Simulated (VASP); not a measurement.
A run of VASP 6.6.1:

Contents of INCAR:

```
SYSTEM = Y
PREC     = Accurate       ! precision mode
ENCUT    = 520            ! plane-wave cutoff, eV
EDIFF    = 1E-6           ! SCF threshold, eV
ISMEAR   = -1             ! smearing method
SIGMA    = 0.1            ! smearing width, eV
LREAL    = .FALSE.        ! projectors in reciprocal space
LASPH    = .TRUE.         ! aspherical terms in the spheres
NELM     = 80             ! most SCF steps
ALGO     = Normal         ! electronic algorithm
ISIF     = 2              ! what is computed and relaxed
LWAVE    = .FALSE.        ! write WAVECAR
LCHARG   = .FALSE.        ! write CHGCAR
GGA      = PS             ! functional
NBANDS   = 12             ! bands
```

The input KPOINTS:

```
Automatic mesh
0
G
  10 10 10
  0 0 0
```

Contents of POSCAR:

```
Y
1.0
    0.0000000000      2.3438208644      2.3438208644
    2.3438208644      0.0000000000      2.3438208644
    2.3438208644      2.3438208644      0.0000000000
Y
1
Direct
    0.0000000000      0.0000000000      0.0000000000
```

Potentials or basis: VASP PAW PBE potentials, release 64 (Y_sv).

The run is started by

```bash
$ cat potpaw_PBE.64/Y_sv/POTCAR > POTCAR
$ mpirun -np 1 vasp_std > vasp.out
```

Hardware: 1 thread of AMD EPYC 7R43 64-Core Processor (Zen 3), on a shared host.

Question: How long does it take, and how much memory?

Answer: Wall time 30 s on 1 thread of AMD EPYC 7R43 64-Core Processor (Zen 3) (shared host), peak memory 0.14 GiB. Counts: scf iterations 12, k points 47.
